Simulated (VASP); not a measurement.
# Ir (I4/mmm) in VASP: single point with r2SCAN

Aim: the single point of Ir with r2SCAN.

All numbers are computed with VASP 6.6.1; they aren't measurements. Logs are shortened: lines on timing, memory, paths and dates and some standing lists are left out, and cuts for length are marked.

## 1. The cell of the first run

Symmetry: I4/mmm, No. 139, tetragonal system. The conventional cell has a = 2.715 Å, b = 2.715 Å, c = 3.916 Å, α = 90.00°, β = 90.00°, γ = 90.00°. Within 3.6 Å of Ir (site symmetry 4/mmm) lie 12 Ir at 2.71 to 2.74 Å.

## 2. Single point, r2SCAN (strain +0.0200 x Voigt [0, 1, 0, 0, 0, 0])

Input file POSCAR:

```
Ir
1.0
    0.0000000000      1.9580940000      1.9197000000
    1.9197000000      0.0000000000      1.9197000000
    1.9197000000      1.9580940000      0.0000000000
Ir
1
Direct
    0.0000000000      0.0000000000      0.0000000000
```

Input file INCAR.step1:

```
ALGO = Normal
EDIFF = 1E-5
ENCUT = 620
GGA = PE
GGA_COMPAT = False
ISMEAR = 0
LASPH = True
LCHARG = False
LREAL = False
LWAVE = True
NBANDS = 14
NELM = 120
PREC = Accurate
SIGMA = 0.15
```

Input file INCAR.step2:

```
ALGO = Normal
EDIFF = 1E-6
ENCUT = 620
GGA_COMPAT = False
ISIF = 2
ISMEAR = 0
ISTART = 1
LASPH = True
LCHARG = False
LMIXTAU = True
LREAL = False
LWAVE = False
METAGGA = R2SCAN
NBANDS = 14
NELM = 120
PREC = Accurate
SIGMA = 0.15
```

Input file KPOINTS:

```
k-points
0
Gamma
  22 22 22
```

Potentials or basis: VASP PAW PBE potentials, release 64 (Ir_sv_GW).

On the command line:

```
$ cat potpaw_PBE.64/Ir_sv_GW/POTCAR > POTCAR
$ cp INCAR.step1 INCAR
$ mpirun -np 1 vasp_std > vasp.out
$ cp INCAR.step2 INCAR
$ mpirun -np 1 vasp_std > vasp.out
```

OUTCAR:

```text
EDIFF = 1E-6
   ENCUT = 620
   ISIF = 2
   ISMEAR = 0
   ISTART = 1
   LASPH = True
   LREAL = False
   METAGGA = R2SCAN
   NELM = 120
   PREC = Accurate

 ion  position               nearest neighbor table
   1  0.000  0.000  0.000-

  LATTYP: Found a body centered tetragonal cell.
 ALAT       =     2.7148657757
 C/A-ratio  =     1.4424978336

  Lattice vectors:

 A1 = (   0.0000000000,  -1.9580940000,   1.9197000000)
 A2 = (   0.0000000000,  -1.9580940000,  -1.9197000000)
 A3 = (   1.9197000000,   1.9580940000,   0.0000000000)

Analysis of symmetry for initial positions (statically):
=====================================================================
 Subroutine PRICEL returns:
 Original cell was already a primitive cell.

 Routine SETGRP: Setting up the symmetry group for a
 body centered tetragonal supercell.

 Subroutine GETGRP returns: Found 16 space group operations
 (whereof 16 operations were pure point group operations)
 out of a pool of 16 trial point group operations.

The static configuration has the point symmetry D_4h.

Analysis of symmetry for dynamics (positions and initial velocities):
=====================================================================
 Subroutine PRICEL returns:
 Original cell was already a primitive cell.

 Routine SETGRP: Setting up the symmetry group for a
 body centered tetragonal supercell.

 Subroutine GETGRP returns: Found 16 space group operations
 (whereof 16 operations were pure point group operations)
 out of a pool of 16 trial point group operations.

The dynamic configuration has the point symmetry D_4h.

 Subroutine INISYM returns: Found 16 space group operations
 (whereof 16 operations are pure point group operations),
 and found     1 'primitive' translations

----------------------------------------------------------------------------------------

                                     Primitive cell

  volume of cell :      14.4321

  direct lattice vectors                    reciprocal lattice vectors
     0.000000000  1.958094000  1.919700000    -0.260457363  0.255350356  0.260457363
     1.919700000  0.000000000  1.919700000     0.260457363 -0.255350356  0.260457363
     1.919700000  1.958094000  0.000000000     0.260457363  0.255350356 -0.260457363

  length of vectors
     2.742148829  2.714865776  2.742148829     0.448196252  0.448196252  0.448196252

  position of ions in fractional coordinates (direct lattice)
     0.000000000  0.000000000  0.000000000

  ion indices of the primitive-cell ions
   primitive index   ion index
                 1           1

----------------------------------------------------------------------------------------

 KPOINTS: k-points

Automatic generation of k-mesh.
 Grid dimensions read from file:
 generate k-points for:   22   22   22

 Generating k-lattice:

  Cartesian coordinates                     Fractional coordinates (reciprocal lattice)
    -0.011838971  0.011606834  0.011838971     0.045454545  0.000000000  0.000000000
     0.011838971 -0.011606834  0.011838971    -0.000000000  0.045454545 -0.000000000
     0.011838971  0.011606834 -0.011838971     0.000000000  0.000000000  0.045454545

  Length of vectors
     0.020372557  0.020372557  0.020372557

  Shift w.r.t. Gamma in fractional coordinates (k-lattice)
     0.000000000  0.000000000  0.000000000

 Subroutine IBZKPT returns following result:
 ===========================================

 Found    834 irreducible k-points:

 Following reciprocal coordinates:
            Coordinates               Weight
  0.000000  0.000000  0.000000      1.000000
  0.045455  0.000000  0.000000      8.000000
  0.090909  0.000000  0.000000      8.000000
  0.136364  0.000000 -0.000000      8.000000
  0.181818  0.000000  0.000000      8.000000
  0.227273  0.000000 -0.000000      8.000000
[... 16 lines left out ...]
  0.500000  0.045455  0.000000     16.000000
 -0.454545  0.045455  0.000000     16.000000
 [... further k-points ...]
   k-points           NKPTS =    834   k-points in BZ     NKDIM =    834   number of bands    NBANDS=     14
   number of dos      NEDOS =    301   number of ions     NIONS =      1
   total plane-waves  NPLWV =  13824
   dimension x,y,z NGX =    24 NGY =   24 NGZ =   24
   dimension x,y,z NGXF=    48 NGYF=   48 NGZF=   48
   ions per type =               1
   NGX,Y,Z   is equivalent  to a cutoff of  14.55, 14.70, 14.55 a.u.
   NGXF,Y,Z  is equivalent  to a cutoff of  29.10, 29.39, 29.10 a.u.
 SYSTEM =  unknown system
   PREC   = accura    normal or accurate (medium, high low for compatibility)
   ISTART =      1    job   : 0-new  1-cont  2-samecut
   ICHARG =      0    charge: 1-file 2-atom 10-const
   ISPIN  =      1    spin polarized calculation?
   LNONCOLLINEAR =      F non collinear calculations
   LSORBIT =      F    spin-orbit coupling
   LASPH  =      T    aspherical Exc in radial PAW
   ENCUT  =  620.0 eV  45.57 Ry    6.75 a.u.   5.57  5.51  5.57*2*pi/ulx,y,z
   NELM   =    120;   NELMIN=  2; NELMDL=  0     # of ELM steps
   EDIFF  = 0.1E-05   stopping-criterion for ELM
   LREAL  =      F    real-space projection
   EDIFFG = 0.1E-04   stopping-criterion for IOM
   NSW    =      0    number of steps for IOM
[... 5 lines left out ...]
   TEBEG  =    0.0;   TEEND  =   0.0 temperature during run
   PSTRESS=    0.0 pullay stress
   NELECT =      17.0000    total number of electrons
   NUPDOWN=      -1.0000    fix difference up-down
   EMIN   =  10.00;   EMAX   =-10.00  energy-range for DOS
   EFERMI =   0.00;   METHOD = LEGACY
   ISMEAR =     0;   SIGMA  =   0.15  broadening in eV -4-tet -1-fermi 0-gaus
   EFERMI_NEDOS =   21; number of points for ismear=-14 and -15
   IALGO  =     38    algorithm
   IMIX   =      4    mixing-type and parameters
     AMIX     =   0.40;   BMIX     =  1.00
     AMIX_MAG =   1.60;   BMIX_MAG =  1.00
  volume/ion in A,a.u.               =      14.43        97.39
  Fermi-wavevector in a.u.,A,eV,Ry     =   1.728944  3.267231 40.671203  2.989249
  Thomas-Fermi vector in A             =   2.803783
   LORBIT       =      0    0 simple, 1 ext, 2 COOP (PROOUT), +10 PAW based schemes
   METAGGA = R2SCAN    functional components
   LHFCALC =     F    Hartree Fock is set to
   AEXX    =    0.0000 exact exchange contribution
   IVDW    =     0    specifies the selected vdW correction
   LEPSILON=     F    determine dielectric tensor
   LRPA    =     F    only Hartree local field effects (RPA)
 non-spin polarized calculation
 Gauss-broadening in eV      SIGMA  =   0.15
  energy-cutoff  :      620.00
  volume of cell :       14.43
 maximum number of plane-waves:       532
   NGX = 11   NGY = 11   NGZ = 11

 number of electron      17.0000000 magnetization

 Free energy of the ion-electron system (eV)
  ---------------------------------------------------
  ext. energy  EPLUGINS =         0.00000000
  ---------------------------------------------------
  free energy    TOTEN  =       -52.90127646 eV

  energy without entropy =      -52.88908247  energy(sigma->0) =      -52.89517947

 E-fermi :  12.2466     XC(G=0): -15.7505

 val. band max:       12.2462474218   @ k =   0.1364  -0.1818   0.0455
 cond. band min:      12.2492056804   @ k =   0.3636   0.3636   0.0000
 fundamental gap:      0.0029582586
 Fermi energy:        12.2466095222

 k-point     1 :       0.0000    0.0000    0.0000
  band No.  band energies     occupation
      1     -82.7198      2.00000
      2     -38.5463      2.00000
      3     -38.5280      2.00000
      4     -38.5280      2.00000
      5       0.9926      2.00000
      6       8.2257      2.00000
      7       8.4929      2.00000
      8       8.4929      2.00000
      9      10.8464      2.00000
     10      11.1928      2.00000
     11      26.6110      0.00000
     12      31.8784      0.00000
     13      32.4970      0.00000
     14      32.4970      0.00000

 k-point     2 :       0.0455    0.0000    0.0000
  band No.  band energies     occupation
      1     -82.7184      2.00000
      2     -38.5559      2.00000
      3     -38.5375      2.00000
      4     -38.5300      2.00000
      5       1.0877      2.00000
      6       8.2316      2.00000
      7       8.4761      2.00000
      8       8.5337      2.00000
      9      10.8229      2.00000
     10      11.1629      2.00000
     11      26.7748      0.00000
     12      31.7194      0.00000
     13      32.3680      0.00000
     14      32.6551      0.00000

 k-point     3 :       0.0909    0.0000    0.0000
  band No.  band energies     occupation
      1     -82.7143      2.00000
      2     -38.5999      2.00000
      3     -38.5490      2.00000
      4     -38.5359      2.00000
      5       1.3662      2.00000
      6       8.1708      2.00000
      7       8.5078      2.00000
      8       8.6468      2.00000
      9      10.7680      2.00000
     10      11.0871      2.00000
     11      27.2398      0.00000
     12      30.8190      0.00000
     13      32.7103      0.00000
     14      33.1203      0.00000

 k-point     4 :       0.1364    0.0000   -0.0000
  band No.  band energies     occupation
      1     -82.7078      2.00000
      2     -38.6746      2.00000
      3     -38.5612      2.00000
      4     -38.5452      2.00000
      5       1.8071      2.00000
      6       8.0133      2.00000
      7       8.6236      2.00000
      8       8.8001      2.00000
      9      10.7294      2.00000
     10      11.0088      2.00000
     11      27.9133      0.00000
     12      29.6486      0.00000
     13      33.4263      0.00000
     14      33.8669      0.00000

 k-point     5 :       0.1818    0.0000    0.0000
  band No.  band energies     occupation
      1     -82.6996      2.00000
      2     -38.7706      2.00000
      3     -38.5761      2.00000
      4     -38.5571      2.00000
      5       2.3682      2.00000
      6       7.8600      2.00000
      7       8.7236      2.00000
      8       8.9332      2.00000
      9      10.7852      2.00000
     10      11.0015      2.00000
     11      28.2376      0.00000
[... 276 lines left out ...]
 k-point    22 :       0.4545    0.0455    0.0000
  band No.  band energies     occupation
      1     -82.6529      2.00000
      2     -39.2904      2.00000
      3     -38.6647      2.00000
      4     -38.6314      2.00000
      5       4.1786      2.00000
      6       8.1896      2.00000
      7       8.4120      2.00000
      8      10.6524      2.00000
      9      13.1229      0.00000
     10      13.2758      0.00000
     11      20.5538      0.00000
     12      26.7187      0.00000
     13      32.1547      0.00000
     14      32.7762      0.00000

 k-point    23 :       0.5000    0.0455    0.0000
  band No.  band energies     occupation
      1     -82.6506      2.00000
      2     -39.3150      2.00000
      3     -38.6676      2.00000
      4     -38.6359      2.00000
      5       4.1730      2.00000
      6       8.1399      2.00000
      7       8.3651      2.00000
      8      11.1505      2.00000
      9      13.2145      0.00000
     10      13.6169      0.00000
     11      19.7857      0.00000
     12      26.5282      0.00000
     13      31.9223      0.00000
     14      32.2474      0.00000

 k-point    24 :      -0.4545    0.0455    0.0000
  band No.  band energies     occupation
      1     -82.6511      2.00000
      2     -39.3093      2.00000
      3     -38.6661      2.00000
      4     -38.6360      2.00000
      5       4.1751      2.00000
      6       8.1463      2.00000
      7       8.3768      2.00000
      8      11.0710      2.00000
      9      13.0773      0.00000
     10      13.6205      0.00000
     11      19.9632      0.00000
     12      26.5668      0.00000
     13      31.9760      0.00000
     14      32.3626      0.00000

 [... further k-points ...]

------------------------ aborting loop because EDIFF is reached ----------------------------------------

  FORCE on cell =-STRESS in cart. coord.  units (eV):
  Direction    XX          YY          ZZ          XY          YZ          ZX
  --------------------------------------------------------------------------------------
  -------------------------------------------------------------------------------------
  Total       -0.3693541     -1.0150925     -0.3693541      0.0000000     -0.0000000      0.0000000
  in kB      -41.0037238   -112.6901409    -41.0037238      0.0000000     -0.0000000      0.0000000
  external PRESSURE =     -64.8991962 kB  Pullay stress =       0.0000000 kB

 VOLUME and BASIS-vectors are now :
 -----------------------------------------------------------------------------
  energy-cutoff  :      620.00
  volume of cell :       14.43
      direct lattice vectors                 reciprocal lattice vectors
     0.000000000  1.958094000  1.919700000    -0.260457363  0.255350356  0.260457363
     1.919700000  0.000000000  1.919700000     0.260457363 -0.255350356  0.260457363
     1.919700000  1.958094000  0.000000000     0.260457363  0.255350356 -0.260457363

 POSITION                                       TOTAL-FORCE (eV/Angst)
 -----------------------------------------------------------------------------------
      0.00000      0.00000      0.00000         0.000000      0.000000     -0.000000
 -----------------------------------------------------------------------------------
    total drift:                                0.000000     -0.000000     -0.000000

  FREE ENERGIE OF THE ION-ELECTRON SYSTEM (eV)
  ---------------------------------------------------
  free  energy   TOTEN  =       -52.9012764627 eV

  energy  without entropy=      -52.8890824728  energy(sigma->0) =      -52.89517947
```

It took 3.7 min on 1 thread of Intel Xeon 6975P-C (Granite Rapids), shared host; peak memory 0.35 GiB.

What came out:

```yaml
Free_energy: -52.9013 eV
Pressure: -6.5 GPa
Band_gap_on_the_k_mesh: zero (an odd number of electrons rules out a gap without spin polarisation)
```

Stress tensor (GPa, compression positive):
```
 -4.10   0.00   0.00
  0.00 -11.27   0.00
  0.00   0.00  -4.10
```

Levels at points of the mesh, in eV from the Fermi level:
| k point | band 5 | band 6 | band 7 | band 8 | band 9 | band 10 | band 11 | band 12 |
| --- | --- | --- | --- | --- | --- | --- | --- | --- |
| (0.00, 0.00, 0.00) | -11.25 | -4.02 | -3.75 | -3.75 | -1.40 | -1.05 | 14.36 | 19.63 |
| (0.50, 0.00, 0.00) | -8.15 | -4.13 | -3.86 | -0.61 | 0.86 | 1.01 | 7.53 | 14.10 |
| (0.50, 0.50, 0.00) | -7.92 | -7.36 | 0.82 | 1.43 | 1.69 | 1.93 | 11.06 | 11.77 |
| (0.50, 0.00, 0.50) | -7.95 | -7.35 | 0.86 | 1.50 | 1.54 | 1.54 | 10.51 | 12.24 |

Caveat: the cell differs from its parent crystal (strain +0.0200 x Voigt [0, 1, 0, 0, 0, 0]); the stress differs along the axes, from -11 to -4 GPa; the PAW data sets were made with another functional, which shifts forces and pressure a little; spin-orbit coupling is left out, which moves the levels of the heavy elements.
